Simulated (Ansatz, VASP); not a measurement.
**SrTiO3 in VASP and in Ansatz**

```
Sr Ti O
1.0
     3.89112    0.00000    0.00000
     0.00000    3.89112    0.00000
     0.00000    0.00000    3.89112
Sr Ti O
1 1 3
Cartesian
  0.0000 0.0000 0.0000
  1.8256 1.9456 1.9456
  0.0000 1.9456 1.9456
  1.9456 0.0000 1.9456
  1.9456 1.9456 0.0000
```

Alike in both runs: task single point; functional PBEsol; k mesh 8 × 8 × 8; occupations gaussian, width 0.05 eV; no spin polarisation.

|  | VASP | Ansatz |
| --- | --- | --- |
| version | VASP 6.6.1 | Ansatz 0.2.0 |
| potentials or method | VASP PAW PBE potentials, release 64 (Sr_sv, Ti_sv, O), cutoff 520 eV | scalar-relativistic, plane waves, PAW |
| valence electrons in the cell | 40 | 40 |

|  | VASP | Ansatz | Ansatz less VASP |
| --- | --- | --- | --- |
| gap on the k mesh at the Fermi level (eV) | 1.84 | 1.87 | +0.033 |
| least direct gap on the mesh (eV) | 2.37 | 2.39 | +0.021 |
| pressure (GPa) | 1.7 | 1.0 | -0.71 |
| traceless stress, the component that is largest in VASP (GPa) | 1.75 | 1.68 | -0.066 |
| rms of the force components (eV/Å) | 0.214 | 0.198 | -0.0167 |

VASP's potentials were made for PBE, not for PBEsol. Atom by atom the forces differ by 0.020 eV/Å (rms over components). The functional is the same, so the differences come from potentials, cutoffs and numerics.
